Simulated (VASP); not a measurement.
# SnO2 in VASP: single point with PBEsol

Aim: the single point of SnO2 with PBEsol.

All numbers are computed with VASP 6.6.1; they aren't measurements. Logs are shortened: lines on timing, memory, paths and dates and some standing lists are left out, and cuts for length are marked.

**1. The cell of the first run**

The cell holds a slab with vacuum, 18 atoms: a = 3.212 Å, b = 4.769 Å, c = 28.770 Å, α = 90.00°, β = 90.00°, γ = 90.00°.

**2. Single point, PBEsol**

The input, INCAR:

```
  ALGO = Normal
  DIPOL = 0.5 0.5 0.500
  EDIFF = 1E-7
  ENCUT = 520
  GGA = PS
  IDIPOL = 3
  ISIF = 2
  ISMEAR = 0
  LASPH = True
  LCHARG = False
  LDIPOL = True
  LREAL = Auto
  LWAVE = False
  NBANDS = 93
  NELM = 60
  PREC = Accurate
  SIGMA = 0.05
```

The input, KPOINTS:

```
k-points
0
Gamma
  8 6 1
```

The input, POSCAR:

```
SnO2
1.0
    3.2120684193      0.0000000000      0.0000000000
    0.0000000000      4.7689689522      0.0000000000
    0.0000000000      0.0000000000     28.7701450485
O Sn
12 6
Direct
    0.0000000000      0.3062765048      0.2606869026
    0.0000000000      0.6937234952      0.3249105158
    0.5000000000      0.1937234952      0.3435674189
    0.5000000000      0.8062765048      0.4077910321
    0.0000000000      0.3062765048      0.4264479352
    0.0000000000      0.6937234952      0.4906715485
    0.5000000000      0.1937234952      0.5093284515
    0.5000000000      0.8062765048      0.5735520648
    0.0000000000      0.3062765048      0.5922089679
    0.0000000000      0.6937234952      0.6564325811
    0.5000000000      0.1937234952      0.6750894842
    0.5000000000      0.8062765048      0.7393130974
    0.5000000000      0.5000000000      0.2927987092
    0.0000000000      0.0000000000      0.3756792255
    0.5000000000      0.5000000000      0.4585597418
    0.0000000000      0.0000000000      0.5414402582
    0.5000000000      0.5000000000      0.6243207745
    0.0000000000      0.0000000000      0.7072012908
```

Potentials or basis: VASP PAW PBE potentials, release 64 (O, Sn_d).

Started as:

```
$ cat potpaw_PBE.64/O/POTCAR potpaw_PBE.64/Sn_d/POTCAR > POTCAR
$ mpirun -np 1 vasp_std > vasp.out
```

OUTCAR:

```text
EDIFF = 1E-7
   ENCUT = 520
   GGA = PS
   ISIF = 2
   ISMEAR = 0
   LASPH = True
   LREAL = Auto
   NELM = 60
   PREC = Accurate

 ion  position               nearest neighbor table
   1  0.000  0.306  0.261-  13 2.07  13 2.07
   2  0.000  0.694  0.325-  14 2.07  13 2.07  13 2.07
   3  0.500  0.194  0.344-  13 2.07  14 2.07  14 2.07
   4  0.500  0.806  0.408-  15 2.07  14 2.07  14 2.07
   5  0.000  0.306  0.426-  14 2.07  15 2.07  15 2.07
   6  0.000  0.694  0.491-  16 2.07  15 2.07  15 2.07
   7  0.500  0.194  0.509-  15 2.07  16 2.07  16 2.07
   8  0.500  0.806  0.574-  17 2.07  16 2.07  16 2.07
   9  0.000  0.306  0.592-  16 2.07  17 2.07  17 2.07
  10  0.000  0.694  0.656-  18 2.07  17 2.07  17 2.07
  11  0.500  0.194  0.675-  17 2.07  18 2.07  18 2.07
  12  0.500  0.806  0.739-  18 2.07  18 2.07
  13  0.500  0.500  0.293-   3 2.07   2 2.07   1 2.07   1 2.07   2 2.07  14 3.74  14 3.74  14 3.74
                            14 3.74
  14  0.000  0.000  0.376-   2 2.07   5 2.07   4 2.07   3 2.07   3 2.07   4 2.07  13 3.74  15 3.74
                            13 3.74  15 3.74  13 3.74  15 3.74  13 3.74  15 3.74
  15  0.500  0.500  0.459-   7 2.07   4 2.07   5 2.07   5 2.07   6 2.07   6 2.07  14 3.74  14 3.74
                            14 3.74  14 3.74  16 3.74  16 3.74  16 3.74  16 3.74
  16  0.000  0.000  0.541-   6 2.07   9 2.07   8 2.07   8 2.07   7 2.07   7 2.07  17 3.74  17 3.74
                            17 3.74  17 3.74  15 3.74  15 3.74  15 3.74  15 3.74
  17  0.500  0.500  0.624-   8 2.07  11 2.07  10 2.07   9 2.07   9 2.07  10 2.07  16 3.74  18 3.74
                            16 3.74  18 3.74  16 3.74  18 3.74  16 3.74  18 3.74
  18  0.000  0.000  0.707-  10 2.07  11 2.07  12 2.07  11 2.07  12 2.07  17 3.74  17 3.74  17 3.74
                            17 3.74

  LATTYP: Found a simple orthorhombic cell.
 ALAT       =     3.2120684193
 B/A-ratio  =     1.4847034153
 C/A-ratio  =     8.9568904808

  Lattice vectors:

 A1 = (   3.2120684193,   0.0000000000,   0.0000000000)
 A2 = (   0.0000000000,   4.7689689522,   0.0000000000)
 A3 = (   0.0000000000,   0.0000000000,  28.7701450485)

Analysis of symmetry for initial positions (statically):
=====================================================================
 Subroutine PRICEL returns:
 Original cell was already a primitive cell.

 Routine SETGRP: Setting up the symmetry group for a
 simple orthorhombic supercell.

 Subroutine GETGRP returns: Found  4 space group operations
 (whereof  2 operations were pure point group operations)
 out of a pool of  8 trial point group operations.

The static configuration has the point symmetry C_1h.
 The point group associated with its full space group is C_2v.

Analysis of symmetry for dynamics (positions and initial velocities):
=====================================================================
 Subroutine PRICEL returns:
 Original cell was already a primitive cell.

 Routine SETGRP: Setting up the symmetry group for a
 simple orthorhombic supercell.

 Subroutine GETGRP returns: Found  4 space group operations
 (whereof  2 operations were pure point group operations)
 out of a pool of  8 trial point group operations.

The dynamic configuration has the point symmetry C_1h.
 The point group associated with its full space group is C_2v.

 Subroutine INISYM returns: Found  4 space group operations
 (whereof  2 operations are pure point group operations),
 and found     1 'primitive' translations

----------------------------------------------------------------------------------------

                                     Primitive cell

  volume of cell :     440.7084

  direct lattice vectors                    reciprocal lattice vectors
     3.212068419  0.000000000  0.000000000     0.311325872  0.000000000  0.000000000
     0.000000000  4.768968952  0.000000000     0.000000000  0.209688931  0.000000000
     0.000000000  0.000000000 28.770145049     0.000000000  0.000000000  0.034758254

  length of vectors
     3.212068419  4.768968952 28.770145049     0.311325872  0.209688931  0.034758254

  position of ions in fractional coordinates (direct lattice)
     0.000000000  0.306276505  0.260686903
     0.000000000  0.693723495  0.324910516
     0.500000000  0.193723495  0.343567419
     0.500000000  0.806276505  0.407791032
     0.000000000  0.306276505  0.426447935
     0.000000000  0.693723495  0.490671549
[... 10 lines left out ...]
     0.500000000  0.500000000  0.624320774
     0.000000000  0.000000000  0.707201291

  ion indices of the primitive-cell ions
   primitive index   ion index
                 1           1
                 2           2
                 3           3
                 4           4
                 5           5
                 6           6
[... 10 lines left out ...]
                17          17
                18          18

----------------------------------------------------------------------------------------

 KPOINTS: k-points

Automatic generation of k-mesh.
 Grid dimensions read from file:
 generate k-points for:    8    6    1

 Generating k-lattice:

  Cartesian coordinates                     Fractional coordinates (reciprocal lattice)
     0.038915734  0.000000000  0.000000000     0.125000000  0.000000000  0.000000000
     0.000000000  0.034948155  0.000000000     0.000000000  0.166666667  0.000000000
     0.000000000  0.000000000  0.034758254     0.000000000  0.000000000  1.000000000

  Length of vectors
     0.038915734  0.034948155  0.034758254

  Shift w.r.t. Gamma in fractional coordinates (k-lattice)
     0.000000000  0.000000000  0.000000000

 Subroutine IBZKPT returns following result:
 ===========================================

 Found     20 irreducible k-points:

 Following reciprocal coordinates:
            Coordinates               Weight
  0.000000  0.000000  0.000000      1.000000
  0.125000  0.000000  0.000000      2.000000
  0.250000  0.000000  0.000000      2.000000
  0.375000  0.000000  0.000000      2.000000
  0.500000  0.000000  0.000000      1.000000
  0.000000  0.166667  0.000000      2.000000
[... 12 lines left out ...]
  0.375000  0.500000  0.000000      2.000000
  0.500000  0.500000  0.000000      1.000000
   k-points           NKPTS =     20   k-points in BZ     NKDIM =     20   number of bands    NBANDS=     93
   number of dos      NEDOS =    301   number of ions     NIONS =     18
   total plane-waves  NPLWV = 186624
   dimension x,y,z NGX =    24 NGY =   36 NGZ =  216
   dimension x,y,z NGXF=    48 NGYF=   72 NGZF=  432
   ions per type =              12   6
   NGX,Y,Z   is equivalent  to a cutoff of  12.42, 12.55, 12.48 a.u.
   NGXF,Y,Z  is equivalent  to a cutoff of  24.84, 25.10, 24.96 a.u.
 SYSTEM =  unknown system
   PREC   = accura    normal or accurate (medium, high low for compatibility)
   ISTART =      0    job   : 0-new  1-cont  2-samecut
   ICHARG =      2    charge: 1-file 2-atom 10-const
   ISPIN  =      1    spin polarized calculation?
   LNONCOLLINEAR =      F non collinear calculations
   LSORBIT =      F    spin-orbit coupling
   LASPH  =      T    aspherical Exc in radial PAW
   ENCUT  =  520.0 eV  38.22 Ry    6.18 a.u.   5.97  8.87 53.49*2*pi/ulx,y,z
   NELM   =     60;   NELMIN=  2; NELMDL= -5     # of ELM steps
   EDIFF  = 0.1E-06   stopping-criterion for ELM
   LREAL  =      T    real-space projection
   EDIFFG = 0.1E-05   stopping-criterion for IOM
   NSW    =      0    number of steps for IOM
   IBRION =     -1    ionic relax: 0-MD 1-quasi-New 2-CG
   NFREE  =      0    steps in history (QN), initial steepest desc. (CG)
   ISIF   =      2    stress and relaxation
   ISYM   =      2    0-nonsym 1-usesym 2-fastsym
   POTIM  = 0.5000    time-step for ionic-motion
   TEBEG  =    0.0;   TEEND  =   0.0 temperature during run
   PSTRESS=    0.0 pullay stress
   NELECT =     156.0000    total number of electrons
   NUPDOWN=      -1.0000    fix difference up-down
   EMIN   =  10.00;   EMAX   =-10.00  energy-range for DOS
   EFERMI =   0.00;   METHOD = LEGACY
   ISMEAR =     0;   SIGMA  =   0.05  broadening in eV -4-tet -1-fermi 0-gaus
   EFERMI_NEDOS =   21; number of points for ismear=-14 and -15
   IALGO  =     38    algorithm
   IMIX   =      4    mixing-type and parameters
     AMIX     =   0.40;   BMIX     =  1.00
     AMIX_MAG =   1.60;   BMIX_MAG =  1.00
  volume/ion in A,a.u.               =      24.48       165.22
  Fermi-wavevector in a.u.,A,eV,Ry     =   1.158064  2.188424 18.246942  1.341112
  Thomas-Fermi vector in A             =   2.294670
   LORBIT       =      0    0 simple, 1 ext, 2 COOP (PROOUT), +10 PAW based schemes
   GGA     = PS    functional components
   LHFCALC =     F    Hartree Fock is set to
   AEXX    =    0.0000 exact exchange contribution
   IVDW    =     0    specifies the selected vdW correction
   LEPSILON=     F    determine dielectric tensor
   LRPA    =     F    only Hartree local field effects (RPA)
 non-spin polarized calculation
 Gauss-broadening in eV      SIGMA  =   0.05
  energy-cutoff  :      520.00
  volume of cell :      440.71
 maximum number of plane-waves:     11938
 NGX is ok and might be reduce to    24
   NGX = 11   NGY = 17   NGZ =107

 dipolmoment           0.000000      0.000000     -0.000000 electrons x Angstroem

 number of electron     155.9999999 magnetization

 dipolmoment           0.000000      0.000000      0.000000 electrons x Angstroem

 Free energy of the ion-electron system (eV)
  ---------------------------------------------------
  ext. energy  EPLUGINS =         0.00000000
  ---------------------------------------------------
  free energy    TOTEN  =      -116.01161535 eV

  energy without entropy =     -116.01161535  energy(sigma->0) =     -116.01161535

 E-fermi :  -0.6556     XC(G=0):  -6.1972

 val. band max:       -0.9186347882   @ k =   0.5000   0.0000   0.0000
 cond. band min:       0.2827595641   @ k =   0.0000   0.0000   0.0000
 fundamental gap:      1.2013943523
 Fermi energy:        -0.6555921264

 k-point     1 :       0.0000    0.0000    0.0000
  band No.  band energies     occupation
      1     -21.8784      2.00000
      2     -21.7963      2.00000
      3     -21.6471      2.00000
      4     -21.4561      2.00000
      5     -21.2761      2.00000
      6     -21.1738      2.00000
[... 82 lines left out ...]
     89       5.6957      0.00000
     90       5.7127      0.00000

 k-point     2 :       0.1250    0.0000    0.0000
  band No.  band energies     occupation
      1     -21.8116      2.00000
      2     -21.7389      2.00000
      3     -21.6008      2.00000
      4     -21.4200      2.00000
      5     -21.2377      2.00000
      6     -21.1025      2.00000
[... 1663 lines left out ...]
     89       7.7039      0.00000
     90       7.7039      0.00000

 k-point    20 :       0.5000    0.5000    0.0000
  band No.  band energies     occupation
      1     -21.7981      2.00000
      2     -21.7981      2.00000
      3     -21.7237      2.00000
      4     -21.7237      2.00000
      5     -21.6331      2.00000
      6     -21.6331      2.00000
[... 82 lines left out ...]
     89       7.5750      0.00000
     90       7.5750      0.00000
 [bands above 90 left out]

------------------------ aborting loop because EDIFF is reached ----------------------------------------

 vacuum level on the upper side and lower side of the slab       (xc-potential included)        -0.095        -0.095

  FORCE on cell =-STRESS in cart. coord.  units (eV):
  Direction    XX          YY          ZZ          XY          YZ          ZX
  --------------------------------------------------------------------------------------
  -------------------------------------------------------------------------------------
  Total       -6.8154238      0.2290139      1.2361229      0.0000000      0.0000000      0.0000000
  in kB      -24.7771937      0.8325708      4.4938742      0.0000000      0.0000000      0.0000000
  external PRESSURE =      -6.4835829 kB  Pullay stress =       0.0000000 kB

 VOLUME and BASIS-vectors are now :
 -----------------------------------------------------------------------------
  energy-cutoff  :      520.00
  volume of cell :      440.71
      direct lattice vectors                 reciprocal lattice vectors
     3.212068419  0.000000000  0.000000000     0.311325872  0.000000000  0.000000000
     0.000000000  4.768968952  0.000000000     0.000000000  0.209688931  0.000000000
     0.000000000  0.000000000 28.770145049     0.000000000  0.000000000  0.034758254

 POSITION                                       TOTAL-FORCE (eV/Angst)
 -----------------------------------------------------------------------------------
      0.00000      1.46062      7.50000         0.000000      1.311663      0.153692
      0.00000      3.30835      9.34772         0.000000      0.741567     -0.040694
      1.60603      0.92386      9.88448         0.000000     -0.061893      0.162325
      1.60603      3.84511     11.73221         0.000000     -0.089169     -0.014064
      0.00000      1.46062     12.26897         0.000000      0.007576     -0.001718
      0.00000      3.30835     14.11669         0.000000      0.019247      0.008243
[... 10 lines left out ...]
      1.60603      2.38448     17.96180         0.000000      0.368435     -0.062214
      0.00000      0.00000     20.34628         0.000000     -2.269315      0.434863
 -----------------------------------------------------------------------------------
    total drift:                                0.000000     -0.010168     -0.000000

  FREE ENERGIE OF THE ION-ELECTRON SYSTEM (eV)
  ---------------------------------------------------
  free  energy   TOTEN  =      -116.0116153517 eV

  energy  without entropy=     -116.0116153517  energy(sigma->0) =     -116.01161535

 vacuum level on the upper side and lower side of the slab         6.620         6.620
```

Wall time 48 min (1 thread of Oxide Virtual Turin-like, shared host); peak memory 0.71 GiB.

What came out:

```yaml
Free_energy: -116.0116 eV
Largest_force: 2.311 eV/Å
Band_gap_on_the_k_mesh: 1.20 eV (least direct gap 1.22 eV)
```

Forces in eV/Å, atoms in the order of the input:
```
O    0.000  1.312  0.154
O    0.000  0.742 -0.041
O    0.000 -0.062  0.162
O    0.000 -0.089 -0.014
O    0.000  0.008 -0.002
O    0.000  0.019  0.008
O    0.000  0.019 -0.008
O    0.000  0.008  0.002
O    0.000 -0.089  0.014
O    0.000 -0.062 -0.162
O    0.000  0.742  0.041
O    0.000  1.312 -0.154
Sn   0.000 -2.269 -0.435
Sn   0.000  0.368  0.062
Sn   0.000 -0.028  0.012
Sn   0.000 -0.028 -0.012
Sn   0.000  0.368 -0.062
Sn   0.000 -2.269  0.435
```

Caveat: the PAW data sets were made with another functional, which shifts forces and pressure a little; spin-orbit coupling is left out, which moves the levels of the heavy elements.
